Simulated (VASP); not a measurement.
A run of VASP 6.6.1:

The input POSCAR:

```
Mo
1.0
    2.6944777412      0.0000000000      0.0000000000
   -1.3472388706      2.3334861739      0.0000000000
    0.0000000000      0.0000000000      2.5168529895
Mo
1
Direct
    0.0000000000      0.0000000000      0.5000000000
```

Contents of INCAR.step1:

```
SYSTEM = Mo
PREC = Accurate ; ENCUT = 520
ISMEAR = 0 ; SIGMA = 0.15
LREAL = .False. ; LASPH = .True.
NELM = 80 ; NBANDS = 13
GGA = PE ; ALGO = Normal
EDIFF = 1E-4 ; LWAVE = .True.
LCHARG = .False.
```

Contents of INCAR.step2:

```
SYSTEM = Mo
PREC = Accurate ; ENCUT = 520
EDIFF = 1E-7 ; ISMEAR = 0
SIGMA = 0.15 ; LREAL = .False.
LASPH = .True. ; NELM = 80
ALGO = Normal ; ISIF = 2
LWAVE = .False. ; LCHARG = .False.
METAGGA = R2SCAN ; LMIXTAU = .True.
NBANDS = 13 ; ISTART = 1
```

File KPOINTS:

```
Automatic mesh
0
Gamma
  18 18 18
  0 0 0
```

Potentials or basis: VASP PAW PBE potentials, release 64 (Mo_sv).

The run is started by

```console
$ cat potpaw_PBE.64/Mo_sv/POTCAR > POTCAR
$ cp INCAR.step1 INCAR
$ mpirun -np 1 vasp_std > vasp.out
$ cp INCAR.step2 INCAR
$ mpirun -np 1 vasp_std > vasp.out
```

Hardware: 1 thread of Intel(R) Xeon(R) 6975P-C (Granite Rapids) (shared host).

Estimate the wall time of this run.

It took 120 s on 1 thread of Intel(R) Xeon(R) 6975P-C (Granite Rapids), with other jobs on the host, peak memory 0.18 GiB. Counts: k points 370.
